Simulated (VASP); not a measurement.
# Ge (P6_3/mmc) in VASP: a series of runs

The runs below take Ge through single point, with PBEsol, LDA.

Everything below comes from runs of VASP 6.6.1. Logs are shortened: lines on timing, memory, paths and dates and some standing lists are left out, and cuts for length are marked.

### 1 The cell of the first run

Symmetry: P6_3/mmc, No. 194, hexagonal system. The conventional cell has a = 3.998 Å, b = 3.998 Å, c = 6.599 Å, α = 90.00°, β = 90.00°, γ = 120.00°. Within 3.2 Å of Ge (site symmetry 3m) lie 4 Ge at 2.45 to 2.47 Å.

This isn't the form of Ge at room conditions, which is diamond.

### 2 Single point, PBEsol, non-collinear spin, zero start, spin-orbit coupling

INCAR reads:

```
PREC = Accurate
ENCUT = 520
EDIFF = 1E-6
ISMEAR = -1
SIGMA = 0.05
LREAL = False
LASPH = True
NELM = 150
ALGO = Normal
ISIF = 2
LWAVE = False
LCHARG = False
MAGMOM = 0 0 0 0 0 0 0 0 0 0 0 0
LORBIT = 11
LSORBIT = True
GGA_COMPAT = False
LORBMOM = True
GGA = PS
NBANDS = 70
```

KPOINTS reads:

```
Automatic mesh
0
Gamma
  6 6 3
```

POSCAR reads:

```
Ge
1.0
    3.9975858431      0.0000000000      0.0000000000
   -1.9987929216      3.4620108940      0.0000000000
    0.0000000000      0.0000000000      6.5993779500
Ge
4
Direct
    0.3333333333      0.6666666667      0.9370987500
    0.6666666667      0.3333333333      0.4370987500
    0.3333333333      0.6666666667      0.5629012500
    0.6666666667      0.3333333333      0.0629012500
```

Potentials or basis: VASP PAW PBE potentials, release 64 (Ge_d).

The run is started by

```console
> cat potpaw_PBE.64/Ge_d/POTCAR > POTCAR
> mpirun -np 1 vasp_ncl > vasp.out
```

OUTCAR:

```text
PREC = Accurate
   ENCUT = 520
   EDIFF = 1E-6
   ISMEAR = -1
   LREAL = False
   LASPH = True
   NELM = 150
   ISIF = 2
   LORBIT = 11
   LSORBIT = True
   GGA = PS

 ion  position               nearest neighbor table
   1  0.333  0.667  0.937-   4 2.45   4 2.45   4 2.45   3 2.47
   2  0.667  0.333  0.437-   3 2.45   3 2.45   3 2.45   4 2.47
   3  0.333  0.667  0.563-   2 2.45   2 2.45   2 2.45   1 2.47
   4  0.667  0.333  0.063-   1 2.45   1 2.45   1 2.45   2 2.47

  LATTYP: Found a hexagonal cell.
 ALAT       =     3.9975858431
 C/A-ratio  =     1.6508408347

  Lattice vectors:

 A1 = (   3.9975858431,   0.0000000000,   0.0000000000)
 A2 = (  -1.9987929216,   3.4620108940,   0.0000000000)
 A3 = (   0.0000000000,   0.0000000000,   6.5993779500)

Analysis of symmetry for initial positions (statically):
=====================================================================
 Subroutine PRICEL returns:
 Original cell was already a primitive cell.

 Routine SETGRP: Setting up the symmetry group for a
 hexagonal supercell.

 Subroutine GETGRP returns: Found 24 space group operations
 (whereof 12 operations were pure point group operations)
 out of a pool of 24 trial point group operations.

The static configuration has the point symmetry D_3d.
 The point group associated with its full space group is D_6h.

Analysis of symmetry for dynamics (positions and initial velocities):
=====================================================================
 Subroutine PRICEL returns:
 Original cell was already a primitive cell.

 Routine SETGRP: Setting up the symmetry group for a
 hexagonal supercell.

 Subroutine GETGRP returns: Found 24 space group operations
 (whereof 12 operations were pure point group operations)
 out of a pool of 24 trial point group operations.

The dynamic configuration has the point symmetry D_3d.
 The point group associated with its full space group is D_6h.

Analysis of structural, dynamic, and magnetic symmetry:
=====================================================================
 Subroutine PRICEL returns:
 Original cell was already a primitive cell.

 Routine SETGRP: Setting up the symmetry group for a
 hexagonal supercell.

 Subroutine GETGRP returns: Found 24 space group operations
 (whereof 12 operations were pure point group operations)
 out of a pool of 24 trial point group operations.

The overall configuration has the point symmetry D_3d.
 The point group associated with its full space group is D_6h.

 Subroutine INISYM returns: Found 24 space group operations
 (whereof 12 operations are pure point group operations),
 and found     1 'primitive' translations

----------------------------------------------------------------------------------------

                                     Primitive cell

  volume of cell :      91.3333

  direct lattice vectors                    reciprocal lattice vectors
     3.997585843  0.000000000  0.000000000     0.250150976  0.144424733  0.000000000
    -1.998792922  3.462010894  0.000000000     0.000000000  0.288849467  0.000000000
     0.000000000  0.000000000  6.599377950     0.000000000  0.000000000  0.151529433

  length of vectors
     3.997585843  3.997585843  6.599377950     0.288849467  0.288849467  0.151529433

  position of ions in fractional coordinates (direct lattice)
     0.333333333  0.666666667  0.937098750
     0.666666667  0.333333333  0.437098750
     0.333333333  0.666666667  0.562901250
     0.666666667  0.333333333  0.062901250

  ion indices of the primitive-cell ions
   primitive index   ion index
                 1           1
                 2           2
                 3           3
                 4           4

----------------------------------------------------------------------------------------

 KPOINTS: Automatic mesh

Automatic generation of k-mesh.
[... 101 lines left out ...]
  ---------------------------------------------------
  ext. energy  EPLUGINS =         0.00000000
  ---------------------------------------------------
  free energy    TOTEN  =       -19.66764258 eV

  energy without entropy =      -19.66583740  energy(sigma->0) =      -19.66673999

 E-fermi :   4.8532     XC(G=0): -10.0789

 val. band max:        4.7969573294   @ k =   0.0000   0.0000   0.0000
 cond. band min:       4.9304612646   @ k =   0.0000   0.0000   0.0000
 fundamental gap:      0.1335039352
 Fermi energy:         4.8531612407

 k-point     1 :       0.0000    0.0000    0.0000
  band No.  band energies     occupation
      1     -20.2471      1.00000
      2     -20.2471      1.00000
      3     -20.2374      1.00000
      4     -20.2374      1.00000
      5     -20.2350      1.00000
      6     -20.2350      1.00000
[... 983 lines left out ...]
     67      10.5344      0.00000
     68      10.5344      0.00000
 [bands above 68 left out]

------------------------ aborting loop because EDIFF is reached ----------------------------------------

  FORCE on cell =-STRESS in cart. coord.  units (eV):
  Direction    XX          YY          ZZ          XY          YZ          ZX
  --------------------------------------------------------------------------------------
  -------------------------------------------------------------------------------------
  Total        0.1088671      0.1088671     -0.1989345     -0.0000000      0.0000000     -0.0000000
  in kB        1.9097558      1.9097558     -3.4897263     -0.0000000      0.0000000     -0.0000000
  external PRESSURE =       0.1099284 kB  Pullay stress =       0.0000000 kB

 VOLUME and BASIS-vectors are now :
 -----------------------------------------------------------------------------
  energy-cutoff  :      520.00
  volume of cell :       91.33
      direct lattice vectors                 reciprocal lattice vectors
     3.997585843  0.000000000  0.000000000     0.250150976  0.144424733  0.000000000
    -1.998792922  3.462010894  0.000000000     0.000000000  0.288849467  0.000000000
     0.000000000  0.000000000  6.599377950     0.000000000  0.000000000  0.151529433

 POSITION                                       TOTAL-FORCE (eV/Angst)
 -----------------------------------------------------------------------------------
     -0.00000      2.30801      6.18427         0.000000      0.000000     -0.007860
      1.99879      1.15400      2.88458        -0.000000      0.000000     -0.007860
     -0.00000      2.30801      3.71480        -0.000000      0.000000      0.007860
      1.99879      1.15400      0.41511        -0.000000     -0.000000      0.007860
 -----------------------------------------------------------------------------------
    total drift:                               -0.000000      0.000000     -0.000000

  FREE ENERGIE OF THE ION-ELECTRON SYSTEM (eV)
  ---------------------------------------------------
  free  energy   TOTEN  =       -19.6676425802 eV

  energy  without entropy=      -19.6658373978  energy(sigma->0) =      -19.66673999

 orbital moment (x)

 # of ion     p       d       tot
 ----------------------------------------
  1         0.000  -0.000   0.000
  2        -0.000   0.000  -0.000
  3        -0.000   0.000  -0.000
  4         0.000  -0.000   0.000
 ----------------------------------------
           -0.000   0.000  -0.000

 orbital moment (y)

 # of ion     p       d       tot
 ----------------------------------------
  1        -0.000  -0.000  -0.000
  2         0.000   0.000   0.000
  3         0.000   0.000   0.000
  4        -0.000  -0.000  -0.000
 ----------------------------------------
           -0.000  -0.000  -0.000

 orbital moment (z)

 # of ion     p       d       tot
 ----------------------------------------
  1         0.000   0.000   0.000
  2         0.000   0.000   0.000
  3         0.000   0.000   0.000
  4         0.000   0.000   0.000
 ----------------------------------------
            0.000   0.000   0.000

 Spin-Orbit-Coupling matrix elements

 Ion:    1  E_soc:     -0.0186954
 l=   1
     0.0000000    -0.0021648    -0.0021651
    -0.0021648     0.0000000    -0.0021648
    -0.0021651    -0.0021648     0.0000000
 l=   2
     0.0000000    -0.0001905     0.0000000    -0.0001905    -0.0007617
    -0.0001905     0.0000000    -0.0005694    -0.0001904    -0.0001905
     0.0000000    -0.0005694     0.0000000    -0.0005694     0.0000000
    -0.0001905    -0.0001904    -0.0005694     0.0000000    -0.0001905
    -0.0007617    -0.0001905     0.0000000    -0.0001905     0.0000000
 l=   3
     0.0000000     0.0000000     0.0000000     0.0000000     0.0000000     0.0000000     0.0000000
     0.0000000     0.0000000     0.0000000     0.0000000     0.0000000     0.0000000     0.0000000
     0.0000000     0.0000000     0.0000000     0.0000000     0.0000000     0.0000000     0.0000000
     0.0000000     0.0000000     0.0000000     0.0000000     0.0000000     0.0000000     0.0000000
[... 49 lines left out ...]
 l=   2
     0.0000000    -0.0001905     0.0000000    -0.0001905    -0.0007617
    -0.0001905     0.0000000    -0.0005694    -0.0001904    -0.0001905
     0.0000000    -0.0005694     0.0000000    -0.0005694     0.0000000
    -0.0001905    -0.0001904    -0.0005694     0.0000000    -0.0001905
    -0.0007617    -0.0001905     0.0000000    -0.0001905     0.0000000
 l=   3
     0.0000000     0.0000000     0.0000000     0.0000000     0.0000000     0.0000000     0.0000000
     0.0000000     0.0000000     0.0000000     0.0000000     0.0000000     0.0000000     0.0000000
     0.0000000     0.0000000     0.0000000     0.0000000     0.0000000     0.0000000     0.0000000
     0.0000000     0.0000000     0.0000000     0.0000000     0.0000000     0.0000000     0.0000000
     0.0000000     0.0000000     0.0000000     0.0000000     0.0000000     0.0000000     0.0000000
     0.0000000     0.0000000     0.0000000     0.0000000     0.0000000     0.0000000     0.0000000
     0.0000000     0.0000000     0.0000000     0.0000000     0.0000000     0.0000000     0.0000000

 total charge

# of ion       s       p       d       tot
------------------------------------------
    1        1.127   1.253  10.023  12.402
    2        1.127   1.253  10.023  12.402
    3        1.127   1.253  10.023  12.402
    4        1.127   1.253  10.023  12.402
--------------------------------------------------
tot          4.506   5.011  40.091  49.608

 magnetization (x)

# of ion       s       p       d       tot
------------------------------------------
    1        0.000   0.000   0.000   0.000
    2        0.000  -0.000  -0.000  -0.000
    3        0.000  -0.000  -0.000  -0.000
    4        0.000   0.000   0.000   0.000
--------------------------------------------------
tot          0.000  -0.000   0.000  -0.000

 magnetization (y)

# of ion       s       p       d       tot
------------------------------------------
    1        0.000   0.000  -0.000   0.000
    2        0.000  -0.000   0.000   0.000
    3        0.000   0.000  -0.000   0.000
    4       -0.000   0.000   0.000  -0.000
--------------------------------------------------
tot          0.000   0.000  -0.000   0.000

 magnetization (z)

# of ion       s       p       d       tot
------------------------------------------
    1        0.000   0.000   0.000   0.000
    2        0.000   0.000   0.000   0.000
    3        0.000   0.000   0.000   0.000
    4        0.000   0.000   0.000   0.000
--------------------------------------------------
tot          0.000   0.000   0.000   0.000
```

Run time: 2.7 min. Hardware: 1 thread of Intel Xeon Platinum 8488C (Sapphire Rapids), shared host; peak memory 0.42 GiB.

What came out:

| Item | Value |
| --- | --- |
| Free energy | -19.6676 eV |
| Pressure | 0.0 GPa |
| Largest force | 0.008 eV/Å |
| Net moment | 0.00 μB per cell |
| Valence electrons inside the program's atomic spheres | Ge 12.40 |

Forces on the atoms (eV/Å):
```
Ge   0.000  0.000 -0.008
Ge   0.000  0.000 -0.008
Ge   0.000  0.000  0.008
Ge   0.000  0.000  0.008
```

Moments on the atoms (μB; x, y, z):
```
Ge  0.00 0.00 0.00
Ge  0.00 0.00 0.00
Ge  0.00 0.00 0.00
Ge  0.00 0.00 0.00
```

Caveat: the PAW data sets were made with another functional, which shifts forces and pressure a little.

### 3 Single point, LDA, non-collinear spin, zero start, spin-orbit coupling

INCAR reads:

```
  ALGO = Normal
  EDIFF = 1E-6
  ENCUT = 520
  GGA_COMPAT = F
  ISIF = 2
  ISMEAR = -1
  LASPH = T
  LCHARG = F
  LORBIT = 11
  LORBMOM = T
  LREAL = F
  LSORBIT = T
  LWAVE = F
  MAGMOM = 0 0 0 0 0 0 0 0 0 0 0 0
  NBANDS = 70
  NELM = 150
  PREC = Accurate
  SIGMA = 0.05
```

KPOINTS reads:

```
k-points
0
Gamma
  6 6 3
```

POSCAR is that of step 2.

Potentials or basis: VASP PAW LDA potentials, release 64 (Ge_d).

The run is started by

```console
> cat potpaw_LDA.64/Ge_d/POTCAR > POTCAR
> mpirun -np 1 vasp_ncl > vasp.out
```

Run time: 2.5 min. Hardware: 1 thread of Intel Xeon Platinum 8488C (Sapphire Rapids), shared host; peak memory 0.34 GiB.

Results (log left out):

```yaml
Free_energy: -20.6895 eV
Pressure: -1.7 GPa
Net_moment: 0.00 μB per cell
Valence_electrons_inside_the_program's_atomic_spheres: Ge 12.42
```

Stress tensor (GPa, compression positive):
```
-1.51  0.00  0.00
 0.00 -1.51  0.00
 0.00  0.00 -1.99
```

Moments on the atoms (μB; x, y, z):
```
Ge  0.00 0.00 0.00
Ge  0.00 0.00 0.00
Ge  0.00 0.00 0.00
Ge  0.00 0.00 0.00
```

### 4 Single point, PBEsol

INCAR reads:

```
SYSTEM = Ge
ALGO = Normal
EDIFF = 1E-7
ENCUT = 520
GGA = PS
ISIF = 2
ISMEAR = -1
LASPH = .TRUE.
LCHARG = .FALSE.
LREAL = .FALSE.
LWAVE = .FALSE.
NBANDS = 36
NELM = 60
PREC = Accurate
SIGMA = 0.05
```

KPOINTS reads:

```
k-points
0
G
  6 6 3
  0 0 0
```

POSCAR is that of step 3.

Potentials or basis: VASP PAW PBE potentials, release 64 (Ge_d).

The run is started by

```console
> cat potpaw_PBE.64/Ge_d/POTCAR > POTCAR
> mpirun -np 1 vasp_std > vasp.out
```

It took 32 s on 1 thread of AMD EPYC 7R43 (Zen 3), shared host; peak memory 0.17 GiB.

It converged, with:

| Item | Value |
| --- | --- |
| Free energy | -19.6303 eV |
| Pressure | 0.0 GPa |
| Largest force | 0.020 eV/Å |
| Band gap on the k mesh | 0.16 eV |

Forces on the atoms (eV/Å):
```
Ge   0.000  0.000 -0.020
Ge   0.000  0.000 -0.020
Ge   0.000  0.000  0.020
Ge   0.000  0.000  0.020
```

Stress tensor (GPa, compression positive):
```
 0.21  0.00  0.00
 0.00  0.21  0.00
 0.00  0.00 -0.32
```

Levels at points of the mesh, in eV from the valence-band top:
| k point | band 24 | band 25 | band 26 | band 27 | band 28 | band 29 | band 30 | band 31 | band 32 | band 33 |
| --- | --- | --- | --- | --- | --- | --- | --- | --- | --- | --- |
| (0.00, 0.00, 0.00) | -1.44 | -1.44 | -0.12 | -0.10 | 0.00 | 0.16 | 0.16 | 2.28 | 2.28 | 2.77 |
| (0.50, 0.00, 0.00) | -6.72 | -4.57 | -3.04 | -2.80 | -1.41 | 0.50 | 1.64 | 3.53 | 3.72 | 4.34 |

Caveat: the PAW data sets were made with another functional, which shifts forces and pressure a little. A k mesh can miss the band edges.

### 5 Single point, PBEsol, non-collinear spin, zero start, spin-orbit coupling

INCAR reads:

```
SYSTEM = Ge
PREC = Accurate
ENCUT = 520
EDIFF = 1E-6
ISMEAR = -1
SIGMA = 0.05
LREAL = .FALSE.
LASPH = .TRUE.
NELM = 150
ALGO = Normal
ISIF = 2
LWAVE = .FALSE.
LCHARG = .FALSE.
MAGMOM = 0 0 0 0 0 0 0 0 0 0 0 0
LORBIT = 11
LSORBIT = .TRUE.
GGA_COMPAT = .FALSE.
LORBMOM = .TRUE.
GGA = PS
NBANDS = 70
```

KPOINTS reads:

```
Automatic mesh
0
G
  6 6 3
  0 0 0
```

POSCAR is that of step 4.

The run is started by

```console
> cat potpaw_PBE.64/Ge_d/POTCAR > POTCAR
> mpirun -np 1 vasp_ncl > vasp.out
```

It took 2.2 min on 1 thread of AMD EPYC 7R43 (Zen 3), shared host; peak memory 0.38 GiB.

It converged, with:

```
Free energy                                           : -19.6676 eV
Pressure                                              : 0.0 GPa
Largest force                                         : 0.008 eV/Å
Net moment                                            : 0.00 μB per cell
Valence electrons inside the program's atomic spheres : Ge 12.40
```

Forces in eV/Å, atoms in the order of the input:
```
Ge   0.000  0.000 -0.008
Ge   0.000  0.000 -0.008
Ge   0.000  0.000  0.008
Ge   0.000  0.000  0.008
```

Stress tensor (GPa, compression positive):
```
 0.19  0.00  0.00
 0.00  0.19  0.00
 0.00  0.00 -0.35
```

Moments on the atoms (μB; x, y, z):
```
Ge  0.00 0.00 0.00
Ge  0.00 0.00 0.00
Ge  0.00 0.00 0.00
Ge  0.00 0.00 0.00
```

Caveat: the PAW data sets were made with another functional, which shifts forces and pressure a little.

### 6 Overview

| level | potentials or basis | spin | pressure (GPa) | moment (μB) | largest force (eV/Å) |
| --- | --- | --- | --- | --- | --- |
| PBEsol | VASP PAW PBE potentials, release 64 (Ge_d) | non-collinear, zero start, SOC | 0.0 | 0.00 | 0.01 |
| LDA | VASP PAW LDA potentials, release 64 (Ge_d) | non-collinear, zero start, SOC | -1.7 | 0.00 | - |
| PBEsol | VASP PAW PBE potentials, release 64 (Ge_d) | off | 0.0 | - | 0.02 |

Alike in all rows: task single point; cell as given; k mesh 6 × 6 × 3; cutoff (eV) 520; smearing fermi-dirac 0.05 eV.

Caveats: the PAW data sets were made with another functional, which shifts forces and pressure a little (at least some runs).

Total energies depend on the potentials used, so only differences within one code and one set of settings carry meaning.
